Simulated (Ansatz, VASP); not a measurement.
# One calculation of InP, two programs

File POSCAR:

```
InP
1.0
    0.0000000000      2.8231386496      2.8231386496
    2.8231386496      0.0000000000      2.8231386496
    2.8231386496      2.8231386496      0.0000000000
In P
1 1
Direct
    0.0000000000      0.0000000000      0.0000000000
    0.5000000000      0.5000000000      0.5000000000
```

The input INCAR.step1:

```
  PREC = Accurate
  ENCUT = 520
  EDIFF = 1E-5
  ISMEAR = -1
  SIGMA = 0.05
  LREAL = F
  LASPH = T
  NELM = 80
  ALGO = Normal
  ISIF = 2
  LWAVE = T
  LCHARG = F
  GGA = PE
  NBANDS = 16
```

File INCAR.step2:

```
  PREC = Accurate
  ENCUT = 520
  EDIFF = 1E-7
  ISMEAR = -1
  SIGMA = 0.05
  LREAL = F
  LASPH = T
  NELM = 80
  ALGO = Normal
  ISIF = 2
  LWAVE = F
  LCHARG = F
  GGA = PE
  LHFCALC = T
  HFSCREEN = 0.2079
  PRECFOCK = Normal
  ISTART = 1
  NBANDS = 16
```

KPOINTS

```
Automatic mesh
0
Gamma
  6 6 6
```

Contents of input:

```
crystal:
  lattice:
    - [0.0, 2.8231386496, 2.8231386496]
    - [2.8231386496, 0.0, 2.8231386496]
    - [2.8231386496, 2.8231386496, 0.0]
  atoms:
    - { symbol: In, position: [0.0, 0.0, 0.0] }
    - { symbol: P, position: [0.5, 0.5, 0.5] }
hamiltonian:
  xc: hse06
  pseudopotentials: { kind: paw }
kpoints:
  mp_grid: { grid: [6, 6, 6] }
scf:
  occupations: { method: fermi_dirac, width: 0.05 }
output:
  forces: true
  stress: true
  eigenvalues: true
```

Alike in both runs: task single point; functional HSE06; k mesh 6 × 6 × 6; occupations fermi-dirac, width 0.05 eV; no spin polarisation.

|  | VASP | Ansatz |
| --- | --- | --- |
| version | VASP 6.6.1 | Ansatz 0.2.0 |
| potentials or method | VASP PAW PBE potentials, release 64 (In_d, P) | Ansatz PAW |
| plane-wave cutoff (eV) | 520 | 420 |
| valence electrons in the cell | 18 | 18 |

|  | VASP | Ansatz | Ansatz less VASP |
| --- | --- | --- | --- |
| gap on the k mesh at the Fermi level (eV) | none | none | - |
| pressure (GPa) | -5.9 | -5.9 | +0.06 |

A gap of «none» marks a metal or a gap that the smearing closes. With one functional, cell and mesh, what is left measures potentials, basis and numerics.
